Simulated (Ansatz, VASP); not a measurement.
# One calculation of Br, two programs

File INCAR:

```
SYSTEM = Br
  PREC = Accurate
  ENCUT = 520
  EDIFF = 1E-6
  ISMEAR = 0
  SIGMA = 0.15
  LREAL = .False.
  LASPH = .True.
  NELM = 80
  ALGO = Fast
  ISIF = 2
  LWAVE = .False.
  LCHARG = .False.
  GGA = PE
  IVDW = 12
  NBANDS = 10
```

KPOINTS

```
regular mesh
0
Gamma
  22 22 22
  0 0 0
```

The input POSCAR:

```
Br
1.0
   -1.4927500000      1.4927500000      3.0415500000
    1.4927500000     -1.4927500000      3.0415500000
    1.4927500000      1.4927500000     -3.0415500000
Br
1
Direct
    0.0000000000      0.0000000000      0.0000000000
```

Input for Ansatz:

```yaml
crystal:
  lattice:
    - [-1.49275, 1.49275, 3.04155]
    - [1.49275, -1.49275, 3.04155]
    - [1.49275, 1.49275, -3.04155]
  atoms:
    - { symbol: Br, position: [0.0, 0.0, 0.0] }
basis:
  ecutwfc: 420
kpoints:
  mp_grid: { grid: [22, 22, 22] }
hamiltonian:
  xc: pbe
  dispersion: d3bj
scf:
  occupations: { method: gaussian, width: 0.15 }
output:
  forces: true
  stress: true
  eigenvalues: true
```

Alike in both runs: task single point; functional PBE; dispersion D3(BJ); k mesh 22 × 22 × 22; occupations gaussian, width 0.15 eV; no spin polarisation.

```csv
,VASP,Ansatz
version,VASP 6.6.1,Ansatz 0.2.0
potentials or method,"VASP PAW PBE potentials, release 64 (Br), cutoff 520 eV","scalar-relativistic, plane waves, PAW"
valence electrons in the cell,7,7
```

```tsv
	VASP	Ansatz	Ansatz less VASP
gap on the k mesh at the Fermi level (eV)	none	none	-
pressure (GPa)	-2.3	-2.4	-0.01
traceless stress, the component that is largest in VASP (GPa)	7.22	7.23	+0.012
```

A gap of «none» marks a metal or a gap that the smearing closes.
